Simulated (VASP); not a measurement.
# AlN (P6_3/mmc) in VASP: further runs

The runs below take AlN through single point, with PBE.

All numbers are computed with VASP 6.6.1; they aren't measurements. Logs are shortened: lines on timing, memory, paths and dates and some standing lists are left out, and cuts for length are marked.

### Step 1. The cell of the first run

It takes space group P6_3/mmc (No. 194, hexagonal). Conventional cell: a = 2.797 Å, b = 2.797 Å, c = 4.783 Å, α = 90.00°, β = 90.00°, γ = 120.00°. Al (site symmetry -3m) has 6 N at 2.01 Å and 8 Al at 2.39 to 2.80 Å within 2.8 Å. N (site symmetry -6m2) has 6 Al at 2.01 Å and 12 N at 2.80 to 2.89 Å within 2.9 Å.

### Step 2. Single point, PBE (8.10 Å³/atom)

File INCAR:

```
SYSTEM = AlN
PREC = Accurate
ENCUT = 520
EDIFF = 1E-6
ISMEAR = 0
SIGMA = 0.01
LREAL = .FALSE.
LASPH = .TRUE.
NELM = 100
ALGO = Normal
ISIF = 2
LWAVE = .FALSE.
LCHARG = .TRUE.
GGA = PE
LELF = .TRUE.
LVHAR = .TRUE.
NBANDS = 16
```

File KPOINTS:

```
regular mesh
0
G
  9 9 4
  0 0 0
```

File POSCAR:

```
AlN
1.0
    2.7974251809      0.0000000000      0.0000000000
   -1.3987125904      2.4226412718      0.0000000000
    0.0000000000      0.0000000000      4.7834170387
Al N
2 2
Direct
    0.0000000000      0.0000000000      0.0000000000
    0.0000000000      0.0000000000      0.5000000000
    0.3333333333      0.6666666667      0.2500000000
    0.6666666667      0.3333333333      0.7500000000
```

Potentials or basis: VASP PAW PBE potentials, release 64 (Al, N).

Launch:

```sh
> cat potpaw_PBE.64/Al/POTCAR potpaw_PBE.64/N/POTCAR > POTCAR
> mpirun -np 1 vasp_std > vasp.out
```

OUTCAR:

```text
SYSTEM = AlN
   PREC = Accurate
   ENCUT = 520
   EDIFF = 1E-6
   ISMEAR = 0
   LREAL = .FALSE.
   LASPH = .TRUE.
   NELM = 100
   ISIF = 2
   GGA = PE

 ion  position               nearest neighbor table
   1  0.000  0.000  0.000-   3 2.01   4 2.01   3 2.01   4 2.01   4 2.01   3 2.01   2 2.39   2 2.39

   2  0.000  0.000  0.500-   3 2.01   4 2.01   3 2.01   4 2.01   4 2.01   3 2.01   1 2.39   1 2.39

   3  0.333  0.667  0.250-   1 2.01   2 2.01   1 2.01   2 2.01   1 2.01   2 2.01
   4  0.667  0.333  0.750-   1 2.01   2 2.01   1 2.01   2 2.01   1 2.01   2 2.01

  LATTYP: Found a hexagonal cell.
 ALAT       =     2.7974251809
 C/A-ratio  =     1.7099356477

  Lattice vectors:

 A1 = (   2.7974251809,   0.0000000000,   0.0000000000)
 A2 = (  -1.3987125904,   2.4226412718,   0.0000000000)
 A3 = (   0.0000000000,   0.0000000000,   4.7834170387)

Analysis of symmetry for initial positions (statically):
=====================================================================
 Subroutine PRICEL returns:
 Original cell was already a primitive cell.

 Routine SETGRP: Setting up the symmetry group for a
 hexagonal supercell.

 Subroutine GETGRP returns: Found 24 space group operations
 (whereof 12 operations were pure point group operations)
 out of a pool of 24 trial point group operations.

The static configuration has the point symmetry D_3d.
 The point group associated with its full space group is D_6h.

Analysis of symmetry for dynamics (positions and initial velocities):
=====================================================================
 Subroutine PRICEL returns:
 Original cell was already a primitive cell.

 Routine SETGRP: Setting up the symmetry group for a
 hexagonal supercell.

 Subroutine GETGRP returns: Found 24 space group operations
 (whereof 12 operations were pure point group operations)
 out of a pool of 24 trial point group operations.

The dynamic configuration has the point symmetry D_3d.
 The point group associated with its full space group is D_6h.

 Subroutine INISYM returns: Found 24 space group operations
 (whereof 12 operations are pure point group operations),
 and found     1 'primitive' translations

----------------------------------------------------------------------------------------

                                     Primitive cell

  volume of cell :      32.4180

  direct lattice vectors                    reciprocal lattice vectors
     2.797425181  0.000000000  0.000000000     0.357471580  0.206386313  0.000000000
    -1.398712590  2.422641272  0.000000000     0.000000000  0.412772626  0.000000000
     0.000000000  0.000000000  4.783417039     0.000000000  0.000000000  0.209055575
[... 94 lines left out ...]
   ISIF   =      2    stress and relaxation
   ISYM   =      2    0-nonsym 1-usesym 2-fastsym
   POTIM  = 0.5000    time-step for ionic-motion
   TEBEG  =    0.0;   TEEND  =   0.0 temperature during run
   PSTRESS=    0.0 pullay stress
   NELECT =      16.0000    total number of electrons
   NUPDOWN=      -1.0000    fix difference up-down
   EMIN   =  10.00;   EMAX   =-10.00  energy-range for DOS
   EFERMI =   0.00;   METHOD = LEGACY
   ISMEAR =     0;   SIGMA  =   0.01  broadening in eV -4-tet -1-fermi 0-gaus
   EFERMI_NEDOS =   21; number of points for ismear=-14 and -15
   IALGO  =     38    algorithm
   IMIX   =      4    mixing-type and parameters
     AMIX     =   0.40;   BMIX     =  1.00
     AMIX_MAG =   1.60;   BMIX_MAG =  1.00
  volume/ion in A,a.u.               =       8.10        54.69
  Fermi-wavevector in a.u.,A,eV,Ry     =   1.293757  2.444847 22.773547  1.673808
  Thomas-Fermi vector in A             =   2.425383
   LORBIT       =      0    0 simple, 1 ext, 2 COOP (PROOUT), +10 PAW based schemes
   GGA     = PE    functional components
   LHFCALC =     F    Hartree Fock is set to
   AEXX    =    0.0000 exact exchange contribution
   IVDW    =     0    specifies the selected vdW correction
   LEPSILON=     F    determine dielectric tensor
   LRPA    =     F    only Hartree local field effects (RPA)
 non-spin polarized calculation
 Gauss-broadening in eV      SIGMA  =   0.01
  energy-cutoff  :      520.00
  volume of cell :       32.42
 maximum number of plane-waves:       884
 NGX is ok and might be reduce to    24
   NGX = 11   NGY = 11   NGZ = 17

 number of electron      15.9999998 magnetization

 Free energy of the ion-electron system (eV)
  ---------------------------------------------------
  ext. energy  EPLUGINS =         0.00000000
  ---------------------------------------------------
  free energy    TOTEN  =       -28.35605608 eV

  energy without entropy =      -28.35605608  energy(sigma->0) =      -28.35605608

 E-fermi :  10.3641     XC(G=0): -12.3520

 val. band max:       10.2933485572   @ k =   0.0000   0.0000   0.0000
 cond. band min:      15.6475660225   @ k =   0.4444   0.0000   0.2500
 fundamental gap:      5.3542174653
 Fermi energy:        10.3641273623

 k-point     1 :       0.0000    0.0000    0.0000
  band No.  band energies     occupation
      1      -7.5637      2.00000
      2      -4.5077      2.00000
      3       1.4474      2.00000
      4       9.3783      2.00000
      5       9.3783      2.00000
      6       9.7086      2.00000
[... 433 lines left out ...]
      3       3.1823      2.00000
      4       4.2527      2.00000
      5       4.2527      2.00000
      6       4.9448      2.00000
[... 8 lines left out ...]
     15      22.6029      0.00000
     16      24.2857      0.00000

 [... further k-points ...]

------------------------ aborting loop because EDIFF is reached ----------------------------------------

  FORCE on cell =-STRESS in cart. coord.  units (eV):
  Direction    XX          YY          ZZ          XY          YZ          ZX
  --------------------------------------------------------------------------------------
  -------------------------------------------------------------------------------------
  Total        3.1676463      3.1676463      3.7046803      0.0000000      0.0000000     -0.0000000
  in kB      156.5530093    156.5530093    183.0945777      0.0000000      0.0000000     -0.0000000
  external PRESSURE =     165.4001988 kB  Pullay stress =       0.0000000 kB

 VOLUME and BASIS-vectors are now :
 -----------------------------------------------------------------------------
  energy-cutoff  :      520.00
  volume of cell :       32.42
      direct lattice vectors                 reciprocal lattice vectors
     2.797425181  0.000000000  0.000000000     0.357471580  0.206386313  0.000000000
    -1.398712590  2.422641272  0.000000000     0.000000000  0.412772626  0.000000000
     0.000000000  0.000000000  4.783417039     0.000000000  0.000000000  0.209055575

 POSITION                                       TOTAL-FORCE (eV/Angst)
 -----------------------------------------------------------------------------------
      0.00000      0.00000      0.00000        -0.000000      0.000000      0.000000
      0.00000      0.00000      2.39171        -0.000000      0.000000      0.000000
     -0.00000      1.61509      1.19585        -0.000000      0.000000     -0.000000
      1.39871      0.80755      3.58756         0.000000      0.000000     -0.000000
 -----------------------------------------------------------------------------------
    total drift:                               -0.000000      0.000000     -0.000000

  FREE ENERGIE OF THE ION-ELECTRON SYSTEM (eV)
  ---------------------------------------------------
  free  energy   TOTEN  =       -28.3560560833 eV

  energy  without entropy=      -28.3560560833  energy(sigma->0) =      -28.35605608
```

stdout:

```text
POSCAR found type information on POSCAR AlN
 POSCAR found :  2 types and       4 ions
 scaLAPACK will be used
 LDA part: xc-table for (Slater+PW92), standard interpolation
 POSCAR, INCAR and KPOINTS ok, starting setup
 FFT: planning ... GRIDC
 FFT: planning ... GRID_SOFT
 FFT: planning ... GRID
 WAVECAR not read
 entering main loop
```

Run time: 16 s. Hardware: 1 thread of Intel Xeon 6975P-C (Granite Rapids), shared host; peak memory 0.15 GiB.

What came out:

* Free energy: -28.3561 eV
* Pressure: 16.5 GPa
* Band gap on the k mesh: 5.35 eV (least direct gap 5.71 eV)

Levels at points of the mesh, in eV from the valence-band top:
```csv
k point,band 4,band 5,band 6,band 7,band 8,band 9,band 10,band 11,band 12,band 13
"(0.00, 0.00, 0.00)",-0.92,-0.92,-0.58,0.00,0.00,5.71,6.66,9.04,12.77,12.77
"(0.00, 0.00, 0.50)",-5.02,-0.47,-0.47,-0.47,-0.47,7.03,7.03,10.74,10.74,12.19
```

Caveat: the cell stands under pressure; an odd mesh through Γ misses points on the zone boundary, where band edges can lie.

### Step 3. Single point, PBE (8.36 Å³/atom)

This run uses another cell than the first one, of 8.36 Å³/atom.

File INCAR:

```
SYSTEM = AlN
PREC = Accurate
ENCUT = 520
EDIFF = 1E-6
ISMEAR = 0
SIGMA = 0.01
LREAL = .False.
LASPH = .True.
NELM = 60
ALGO = Normal
ISIF = 2
LWAVE = .False.
LCHARG = .False.
GGA = PE
NBANDS = 16
```

File KPOINTS:

```
Automatic mesh
0
Gamma
  9 9 4
  0 0 0
```

File POSCAR:

```
AlN
1.0
    2.8268739258      0.0000000000      0.0000000000
   -1.4134369629      2.4481446330      0.0000000000
    0.0000000000      0.0000000000      4.8337724975
Al N
2 2
Direct
    0.0000000000      0.0000000000      0.0000000000
    0.0000000000      0.0000000000      0.5000000000
    0.3333333333      0.6666666667      0.2500000000
    0.6666666667      0.3333333333      0.7500000000
```

Potentials or basis: VASP PAW PBE potentials, release 64 (Al, N).

Launch:

```sh
> cat potpaw_PBE.64/Al/POTCAR potpaw_PBE.64/N/POTCAR > POTCAR
> mpirun -np 1 vasp_std > vasp.out
```

It took 18 s on 1 thread of Intel Xeon 6975P-C (Granite Rapids), shared host; peak memory 0.14 GiB.

Results (log left out):

```yaml
Free_energy: -28.4337 eV
Pressure: 7.5 GPa
Band_gap_on_the_k_mesh: 5.13 eV (least direct gap 5.26 eV)
```

Stress tensor (GPa, compression positive):
```
7.08 0.00 0.00
0.00 7.08 0.00
0.00 0.00 8.25
```

Levels at points of the mesh, in eV from the valence-band top:
| k point | band 5 | band 6 | band 7 | band 8 | band 9 | band 10 | band 11 | band 12 |
| --- | --- | --- | --- | --- | --- | --- | --- | --- |
| (0.00, 0.00, 0.00) | -0.86 | -0.57 | 0.00 | 0.00 | 5.26 | 6.42 | 8.99 | 12.50 |
| (0.00, 0.00, 0.50) | -0.44 | -0.44 | -0.44 | -0.44 | 6.71 | 6.71 | 10.46 | 10.46 |

Caveat: the cell stands under pressure; an odd mesh through Γ misses points on the zone boundary, where band edges can lie.

### Step 4. Single point, PBE

This run uses another cell than the first one, of 8.62 Å³/atom.

File INCAR:

```
ALGO     = Normal         # electronic algorithm
EDIFF    = 1E-6           # SCF threshold, eV
ENCUT    = 520            # plane-wave cutoff, eV
GGA      = PE             # functional
ISIF     = 2              # what is computed and relaxed
ISMEAR   = 0              # smearing method
LASPH    = T              # aspherical terms in the spheres
LCHARG   = F              # write CHGCAR
LREAL    = F              # projectors in reciprocal space
LWAVE    = F              # write WAVECAR
NBANDS   = 16             # bands
NELM     = 60             # most SCF steps
PREC     = Accurate       # precision mode
SIGMA    = 0.01           # smearing width, eV
```

File KPOINTS:

```
k-points
0
Gamma
  9 9 4
```

File POSCAR:

```
AlN
1.0
    2.8557215705      0.0000000000      0.0000000000
   -1.4278607853      2.4731274262      0.0000000000
    0.0000000000      0.0000000000      4.8831001135
Al N
2 2
Direct
    0.0000000000      0.0000000000      0.0000000000
    0.0000000000      0.0000000000      0.5000000000
    0.3333333333      0.6666666667      0.2500000000
    0.6666666667      0.3333333333      0.7500000000
```

Launch:

```sh
> cat potpaw_PBE.64/Al/POTCAR potpaw_PBE.64/N/POTCAR > POTCAR
> mpirun -np 1 vasp_std > vasp.out
```

Wall time 17 s (1 thread of Intel Xeon 6975P-C (Granite Rapids), shared host); peak memory 0.15 GiB.

Results (log left out):

```
Free energy            : -28.4571 eV
Pressure               : -0.3 GPa
Band gap on the k mesh : 4.83 eV
```

Stress tensor (GPa, compression positive):
```
-0.26  0.00  0.00
 0.00 -0.26  0.00
 0.00  0.00 -0.41
```

Levels at points of the mesh, in eV from the valence-band top:
| k point | band 4 | band 5 | band 6 | band 7 | band 8 | band 9 | band 10 | band 11 | band 12 | band 13 |
| --- | --- | --- | --- | --- | --- | --- | --- | --- | --- | --- |
| (0.00, 0.00, 0.00) | -0.81 | -0.81 | -0.55 | 0.00 | 0.00 | 4.83 | 6.20 | 8.94 | 12.11 | 12.24 |
| (0.00, 0.00, 0.50) | -4.85 | -0.42 | -0.42 | -0.42 | -0.42 | 6.39 | 6.39 | 10.21 | 10.21 | 11.79 |

Caveat: an odd mesh through Γ misses points on the zone boundary, where band edges can lie.

(Continued in part 2 of 2.)
